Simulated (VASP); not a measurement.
Wanted: the native input for a VASP 6.6.1 run.

```yaml
Task: single point
Functional: LDA
Potentials_or_basis: VASP PAW LDA potentials, release 64 (Zn, In_d, Ga_d, O)
Cutoff: 520 eV
k_mesh: 9 × 9 × 9
Occupations: gaussian, width 0.02 eV
Spin: no spin polarisation
Dipole_correction: no
Further_INCAR_settings: ALGO = Normal; EDIFF = 1e-07; NBANDS = 40
```

The structure of ZnInGaO4 lies in POSCAR:

```
ZnInGaO4
1.0
    1.6390426701      0.9463017268      8.4944306291
   -1.6390426701      0.9463017268      8.4944306291
    0.0000000000     -1.8926034536      8.4944306291
Zn In Ga O
1 1 1 4
Direct
    0.2186995279      0.2186995279      0.2186995279
    0.0028083510      0.0028083510      0.0028083510
    0.7871748598      0.7871748598      0.7871748598
    0.2949080347      0.2949080347      0.2949080347
    0.7112743096      0.7112743096      0.7112743096
    0.1212609089      0.1212609089      0.1212609089
    0.8638750082      0.8638750082      0.8638750082
```

The input as run:

INCAR

```
SYSTEM = ZnInGaO4
ALGO = Normal
EDIFF = 1E-7
ENCUT = 520
ISIF = 2
ISMEAR = 0
LASPH = .True.
LCHARG = .False.
LREAL = .False.
LWAVE = .False.
NBANDS = 40
NELM = 100
PREC = Accurate
SIGMA = 0.02
```

KPOINTS

```
k-points
0
Gamma
  9 9 9
  0 0 0
```

Potentials or basis: VASP PAW LDA potentials, release 64 (Zn, In_d, Ga_d, O).

Command:

```sh
$ cat potpaw_LDA.64/Zn/POTCAR potpaw_LDA.64/In_d/POTCAR potpaw_LDA.64/Ga_d/POTCAR potpaw_LDA.64/O/POTCAR > POTCAR
$ mpirun -np 1 vasp_std > vasp.out
```

Results of the run:

```
Pressure               : 1.3 GPa
Largest force          : 0.025 eV/Å
Band gap on the k mesh : 1.33 eV, direct
```

Caveat: spin-orbit coupling is left out, which moves the levels of the heavy elements.

Run time: 25 min on 1 thread of Intel(R) Xeon(R) Platinum 8488C (Sapphire Rapids) (shared host), peak memory 0.66 GiB.
